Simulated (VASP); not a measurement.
# SnPt3 (R-3m) in VASP: a series of runs

SnPt3 is run at these levels: LDA; tasks: electric field gradients.

Everything below comes from runs of VASP 6.6.1. Logs are shortened: lines on timing, memory, paths and dates and some standing lists are left out, and cuts for length are marked.

### 1 The cell of the first run

The structure is trigonal, space group R-3m (No. 166). Conventional cell: a = 5.685 Å, b = 5.685 Å, c = 6.859 Å, α = 90.00°, β = 90.00°, γ = 120.00°. Within 3.7 Å of Sn (site symmetry -3m) lie 12 Pt at 2.81 to 2.84 Å. Pt (site symmetry 2/m) has 4 Sn at 2.81 to 2.84 Å and 8 Pt at 2.81 to 2.84 Å within 3.7 Å.

### 2 Electric field gradients, LDA (equal xy, yz and zx shear strains of -1 %)

File INCAR:

```
SYSTEM = SnPt3
ALGO = Normal ; EDIFF = 1E-8
ENCUT = 520 ; ISIF = 2
ISMEAR = -1 ; LASPH = .True.
LCHARG = .False. ; LEFG = .True.
LREAL = .False. ; LWAVE = .False.
NBANDS = 30 ; NELM = 100
PREC = Accurate ; SIGMA = 0.05
```

File KPOINTS:

```
k-points
0
Gamma
  8 8 8
  0 0 0
```

File POSCAR:

```
SnPt3
1.0
    4.0000000000     -0.0200000000     -0.0200000000
   -0.0200000000      4.0000000000     -0.0200000000
   -0.0200000000     -0.0200000000      4.0000000000
Sn Pt
1 3
Direct
    0.0000000000      0.0000000000      0.0000000000
    0.0000000000      0.5000000000      0.5000000000
    0.5000000000      0.0000000000      0.5000000000
    0.5000000000      0.5000000000      0.0000000000
```

Potentials or basis: VASP PAW LDA potentials, release 64 (Sn_d, Pt).

Run with:

```sh
$ cat potpaw_LDA.64/Sn_d/POTCAR potpaw_LDA.64/Pt/POTCAR > POTCAR
$ mpirun -np 1 vasp_std > vasp.out
```

OUTCAR:

```text
SYSTEM = SnPt3
   EDIFF = 1E-8
   ENCUT = 520
   ISIF = 2
   ISMEAR = -1
   LASPH = .True.
   LREAL = .False.
   NELM = 100
   PREC = Accurate

 ion  position               nearest neighbor table
   1  0.000  0.000  0.000-   2 2.81   3 2.81   4 2.81   2 2.81   3 2.81   4 2.81   4 2.84   2 2.84
                             3 2.84   4 2.84   3 2.84   2 2.84
   2  0.000  0.500  0.500-   1 2.81   3 2.81   4 2.81   1 2.81   4 2.81   3 2.81   3 2.84   1 2.84
                             3 2.84   4 2.84   4 2.84   1 2.84
   3  0.500  0.000  0.500-   1 2.81   2 2.81   4 2.81   4 2.81   1 2.81   2 2.81   4 2.84   1 2.84
                             1 2.84   2 2.84   4 2.84   2 2.84
   4  0.500  0.500  0.000-   1 2.81   2 2.81   3 2.81   3 2.81   2 2.81   1 2.81   3 2.84   2 2.84
                             1 2.84   2 2.84   3 2.84   1 2.84

  LATTYP: Found a trigonal (rhomboedric) cell.
 ALAT       =     4.0000999988
 COS(alpha) =    -0.0099745013

  Lattice vectors:

 A1 = (   4.0000000000,  -0.0200000000,  -0.0200000000)
 A2 = (  -0.0200000000,   4.0000000000,  -0.0200000000)
 A3 = (  -0.0200000000,  -0.0200000000,   4.0000000000)

Analysis of symmetry for initial positions (statically):
=====================================================================
 Subroutine PRICEL returns:
 Original cell was already a primitive cell.

 Routine SETGRP: Setting up the symmetry group for a
 trigonal (rhombohedral) supercell.

 Subroutine GETGRP returns: Found 12 space group operations
 (whereof 12 operations were pure point group operations)
 out of a pool of 12 trial point group operations.

The static configuration has the point symmetry D_3d.

Analysis of symmetry for dynamics (positions and initial velocities):
=====================================================================
 Subroutine PRICEL returns:
 Original cell was already a primitive cell.

 Routine SETGRP: Setting up the symmetry group for a
 trigonal (rhombohedral) supercell.

 Subroutine GETGRP returns: Found 12 space group operations
 (whereof 12 operations were pure point group operations)
 out of a pool of 12 trial point group operations.

The dynamic configuration has the point symmetry D_3d.

 Subroutine INISYM returns: Found 12 space group operations
 (whereof 12 operations are pure point group operations),
 and found     1 'primitive' translations

----------------------------------------------------------------------------------------

                                     Primitive cell

  volume of cell :      63.9952

  direct lattice vectors                    reciprocal lattice vectors
     4.000000000 -0.020000000 -0.020000000     0.250012563  0.001256345  0.001256345
    -0.020000000  4.000000000 -0.020000000     0.001256345  0.250012563  0.001256345
    -0.020000000 -0.020000000  4.000000000     0.001256345  0.001256345  0.250012563

  length of vectors
     4.000099999  4.000099999  4.000099999     0.250018877  0.250018877  0.250018877

  position of ions in fractional coordinates (direct lattice)
     0.000000000  0.000000000  0.000000000
     1.000000000  0.500000000  0.500000000
     0.500000000  1.000000000  0.500000000
     0.500000000  0.500000000  0.000000000

  ion indices of the primitive-cell ions
   primitive index   ion index
                 1           1
                 2           2
                 3           3
                 4           4

----------------------------------------------------------------------------------------

 KPOINTS: k-points

Automatic generation of k-mesh.
 Grid dimensions read from file:
 generate k-points for:    8    8    8

 Generating k-lattice:

  Cartesian coordinates                     Fractional coordinates (reciprocal lattice)
     0.031251570  0.000157043  0.000157043     0.125000000 -0.000000000  0.000000000
     0.000157043  0.031251570  0.000157043    -0.000000000  0.125000000  0.000000000
     0.000157043  0.000157043  0.031251570     0.000000000  0.000000000  0.125000000

  Length of vectors
     0.031252360  0.031252360  0.031252360

  Shift w.r.t. Gamma in fractional coordinates (k-lattice)
[... 45 lines left out ...]
   ICHARG =      2    charge: 1-file 2-atom 10-const
   ISPIN  =      1    spin polarized calculation?
   LNONCOLLINEAR =      F non collinear calculations
   LSORBIT =      F    spin-orbit coupling
   LASPH  =      T    aspherical Exc in radial PAW
   ENCUT  =  520.0 eV  38.22 Ry    6.18 a.u.   7.44  7.44  7.44*2*pi/ulx,y,z
   NELM   =    100;   NELMIN=  2; NELMDL= -5     # of ELM steps
   EDIFF  = 0.1E-07   stopping-criterion for ELM
   LREAL  =      F    real-space projection
   EDIFFG = 0.1E-06   stopping-criterion for IOM
   NSW    =      0    number of steps for IOM
   IBRION =     -1    ionic relax: 0-MD 1-quasi-New 2-CG
   NFREE  =      0    steps in history (QN), initial steepest desc. (CG)
   ISIF   =      2    stress and relaxation
   ISYM   =      2    0-nonsym 1-usesym 2-fastsym
   POTIM  = 0.5000    time-step for ionic-motion
   TEBEG  =    0.0;   TEEND  =   0.0 temperature during run
   PSTRESS=    0.0 pullay stress
   NELECT =      44.0000    total number of electrons
   NUPDOWN=      -1.0000    fix difference up-down
   EMIN   =  10.00;   EMAX   =-10.00  energy-range for DOS
   EFERMI =   0.00;   METHOD = LEGACY
   ISMEAR =    -1;   SIGMA  =   0.05  broadening in eV -4-tet -1-fermi 0-gaus
   EFERMI_NEDOS =   21; number of points for ismear=-14 and -15
   IALGO  =     38    algorithm
   IMIX   =      4    mixing-type and parameters
     AMIX     =   0.40;   BMIX     =  1.00
     AMIX_MAG =   1.60;   BMIX_MAG =  1.00
  volume/ion in A,a.u.               =      16.00       107.97
  Fermi-wavevector in a.u.,A,eV,Ry     =   1.444918  2.730500 28.406093  2.087789
  Thomas-Fermi vector in A             =   2.563159
   LORBIT       =      0    0 simple, 1 ext, 2 COOP (PROOUT), +10 PAW based schemes
   GGA     = CA    functional components
   LHFCALC =     F    Hartree Fock is set to
   AEXX    =    0.0000 exact exchange contribution
   IVDW    =     0    specifies the selected vdW correction
   LEPSILON=     F    determine dielectric tensor
   LRPA    =     F    only Hartree local field effects (RPA)
 non-spin polarized calculation
  energy-cutoff  :      520.00
  volume of cell :       64.00
 maximum number of plane-waves:      1745
 NGX is ok and might be reduce to    30
   NGX = 15   NGY = 15   NGZ = 15

 number of electron      44.0000023 magnetization

 Free energy of the ion-electron system (eV)
  ---------------------------------------------------
  ext. energy  EPLUGINS =         0.00000000
  ---------------------------------------------------
  free energy    TOTEN  =       -28.57781679 eV

  energy without entropy =      -28.56802391  energy(sigma->0) =      -28.57292035

 E-fermi :  11.8087     XC(G=0): -13.3297

 val. band max:       11.7632111488   @ k =  -0.1250   0.1250   0.1250
 cond. band min:      11.8095439470   @ k =   0.5000   0.3750   0.3750
 fundamental gap:      0.0463327982
 Fermi energy:        11.8087149470

 k-point     1 :       0.0000    0.0000    0.0000
  band No.  band energies     occupation
      1     -10.0780      2.00000
      2     -10.0780      2.00000
      3     -10.0638      2.00000
      4     -10.0638      2.00000
      5     -10.0604      2.00000
      6      -0.2494      2.00000
[... 781 lines left out ...]
     29      20.7666      0.00000
     30      21.2569      0.00000

 [... further k-points ...]

------------------------ aborting loop because EDIFF is reached ----------------------------------------

  FORCE on cell =-STRESS in cart. coord.  units (eV):
  Direction    XX          YY          ZZ          XY          YZ          ZX
  --------------------------------------------------------------------------------------
  -------------------------------------------------------------------------------------
  Total       -1.1184603     -1.1184603     -1.1184603      0.2946123      0.2946123      0.2946123
  in kB      -28.0016667    -28.0016667    -28.0016667      7.3758850      7.3758850      7.3758850
  external PRESSURE =     -28.0016667 kB  Pullay stress =       0.0000000 kB

 VOLUME and BASIS-vectors are now :
 -----------------------------------------------------------------------------
  energy-cutoff  :      520.00
  volume of cell :       64.00
      direct lattice vectors                 reciprocal lattice vectors
     4.000000000 -0.020000000 -0.020000000     0.250012563  0.001256345  0.001256345
    -0.020000000  4.000000000 -0.020000000     0.001256345  0.250012563  0.001256345
    -0.020000000 -0.020000000  4.000000000     0.001256345  0.001256345  0.250012563

 POSITION                                       TOTAL-FORCE (eV/Angst)
 -----------------------------------------------------------------------------------
      0.00000      0.00000      0.00000         0.000000     -0.000000     -0.000000
     -0.02000      1.99000      1.99000         0.000000      0.000000     -0.000000
      1.99000     -0.02000      1.99000        -0.000000      0.000000      0.000000
      1.99000      1.99000     -0.02000        -0.000000     -0.000000     -0.000000
 -----------------------------------------------------------------------------------
    total drift:                                0.000000      0.000000     -0.000000

  FREE ENERGIE OF THE ION-ELECTRON SYSTEM (eV)
  ---------------------------------------------------
  free  energy   TOTEN  =       -28.5778167864 eV

  energy  without entropy=      -28.5680239050  energy(sigma->0) =      -28.57292035

 Electric field gradients (V/A^2)
---------------------------------------------------------------------
 ion       V_xx      V_yy      V_zz      V_xy      V_xz      V_yz
---------------------------------------------------------------------
   1      -0.000    -0.000     0.000    -7.585    -7.585    -7.585
   2    -145.182    72.591    72.591   -13.611   -13.611    -3.398
   3      72.591  -145.182    72.591   -13.611    -3.398   -13.611
   4      72.591    72.591  -145.182    -3.398   -13.611   -13.611
---------------------------------------------------------------------

 Electric field gradients after diagonalization (V/A^2)
 (convention: |V_zz| > |V_xx| > |V_yy|)
----------------------------------------------------------------------
 ion       V_xx      V_yy      V_zz     asymmetry (V_yy - V_xx)/ V_zz
----------------------------------------------------------------------
   1       7.585     7.585   -15.169       0.000
   2      75.989    70.907  -146.896       0.035
   3      75.989    70.907  -146.896       0.035
   4      75.989    70.907  -146.896       0.035
----------------------------------------------------------------------

           NMR quadrupolar parameters

 Cq : quadrupolar parameter    Cq=e*Q*V_zz/h
 eta: asymmetry parameters     (V_yy - V_xx)/ V_zz
 Q  : nuclear electric quadrupole moment in mb (millibarn)
----------------------------------------------------------------------
 ion       Cq(MHz)       eta       Q (mb)
----------------------------------------------------------------------
   1      -0.037       0.000       1.000
   2      -0.355       0.035       1.000
   3      -0.355       0.035       1.000
   4      -0.355       0.035       1.000
----------------------------------------------------------------------
```

Wall time 88 s (1 thread of Intel Xeon Platinum 8259CL at 2.50GHz (Skylake/Cascade Lake), shared host); peak memory 0.23 GiB.

What came out:

| Property | Result |
| --- | --- |
| Free energy | -28.5778 eV |
| Pressure | -2.8 GPa |
| Band gap on the k mesh | zero (bands 22 and 23 overlap by 0.42 eV) |
| Largest electric field gradient by atom | Sn -15.2; Pt -146.9 V/Å² |

Stress tensor (GPa, compression positive):
```
-2.80  0.74  0.74
 0.74 -2.80  0.74
 0.74  0.74 -2.80
```

Electric field gradients, principal values (V/Å²):
| atom | least | middle | greatest (by size) |
| --- | --- | --- | --- |
| 1 Sn | 7.585 | 7.585 | -15.169 |
| 2 Pt | 70.907 | 75.989 | -146.896 |
| 3 Pt | 70.907 | 75.989 | -146.896 |
| 4 Pt | 70.907 | 75.989 | -146.896 |

Caveat: the cell differs from its parent crystal (equal xy, yz and zx shear strains of -1 %); without QUAD_EFG the Cq values of the log hold for a quadrupole moment of 1 mb, not for the nuclei; spin-orbit coupling is left out, which moves the levels of the heavy elements.

[end of part 1 of 2]

The gap in the log of VASP goes by the Fermi energy; the results here count the filled bands.